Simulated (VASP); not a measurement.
**AlCo (WC type): single point with PBE**

The system is AlCo (WC type).

```
Co Al
1.0
     2.66971    0.00000    0.00000
    -1.33485    2.31204    0.00000
     0.00000    0.00000    3.74307
Co Al
1 1
Direct
  0.00000 0.00000 0.00000
  0.33333 0.66667 0.50000
```

```
Program             : VASP 6.6.1
Task                : single point
Functional          : PBE
Potentials or basis : VASP PAW PBE potentials, release 64 (Co, Al)
Cutoff              : 520 eV
k mesh              : 14 × 14 × 13
Occupations         : fermi-dirac, width 0.1 eV
Spin                : no spin polarisation
```

```
Pressure               : 9.9 GPa
Band gap on the k mesh : zero (band 6 reaches 11.23 eV, above the bottom of band 7 at 9.57 eV)
```

Stress tensor (GPa, compression positive):
```
10.04  0.00  0.00
 0.00 10.04  0.00
 0.00  0.00  9.59
```

Levels at points of the mesh, in eV from the Fermi level:
```tsv
k point	band 2	band 3	band 4	band 5	band 6	band 7	band 8	band 9	band 10	band 11
(0.00, 0.00, 0.00)	-3.44	-1.42	-1.42	-1.23	-0.56	-0.56	4.00	13.68	13.68	15.91
(0.50, 0.00, 0.00)	-4.08	-2.92	-2.71	-0.94	0.14	1.46	5.21	6.77	8.42	8.98
```

Run time: 55 s on 1 thread of Intel(R) Xeon(R) Platinum 8259CL CPU @ 2.50GHz (Skylake/Cascade Lake), with other jobs on the host, peak memory 0.17 GiB.

Spin polarisation is off, so any magnetic state and its effect on volume and gap are missing.
